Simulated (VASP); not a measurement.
Nb: single point with PBE

Crystal: Nb.

```
Nb
1.0
    -1.66395    1.61403    1.66395
     1.66395   -1.61403    1.66395
     1.66395    1.61403   -1.66395
Nb
1
Cartesian
  0.0000 0.0000 0.0000
```

This cell differs from its parent crystal: strain -0.0300 x Voigt [0, 1, 0, 0, 0, 0].

```yaml
Program: VASP 6.6.1
Task: single point
Functional: PBE
Potentials_or_basis: VASP PAW PBE potentials, release 64 (Nb_sv)
Cutoff: 520 eV
k_mesh: 20 × 20 × 20
Occupations: gaussian, width 0.15 eV
Spin: no spin polarisation
Dipole_correction: no
Further_INCAR_settings: ALGO = Fast; EDIFF = 1e-06; NBANDS = 12
```

The pressure is 2.2 GPa. The band gap on the k mesh is zero (an odd number of electrons rules out a gap without spin polarisation).

Stress tensor (GPa, compression positive):
```
1.07 0.00 0.00
0.00 4.32 0.00
0.00 0.00 1.07
```

Levels at points of the mesh, in eV from the Fermi level:
```csv
k point,band 2,band 3,band 4,band 5,band 6,band 7,band 8,band 9,band 10,band 11
"(0.00, 0.00, 0.00)",-29.65,-29.65,-29.65,-5.97,0.13,0.48,0.48,3.04,3.52,14.06
"(0.50, 0.00, 0.00)",-31.03,-30.09,-29.67,-3.78,-1.81,2.39,3.40,4.17,6.44,11.61
"(0.00, 0.50, 0.00)",-31.04,-30.06,-29.64,-3.74,-1.44,2.16,3.02,3.87,6.38,11.71
"(0.50, 0.50, 0.50)",-30.62,-30.62,-30.54,-3.81,-3.73,5.61,5.61,5.72,8.89,8.89
```

Run time: 100 s on 1 thread of Intel(R) Xeon(R) Platinum 8488C (Sapphire Rapids), with other jobs on the host, peak memory 0.24 GiB.

Caveat: the cell differs from its parent crystal (strain -0.0300 x Voigt [0, 1, 0, 0, 0, 0]).
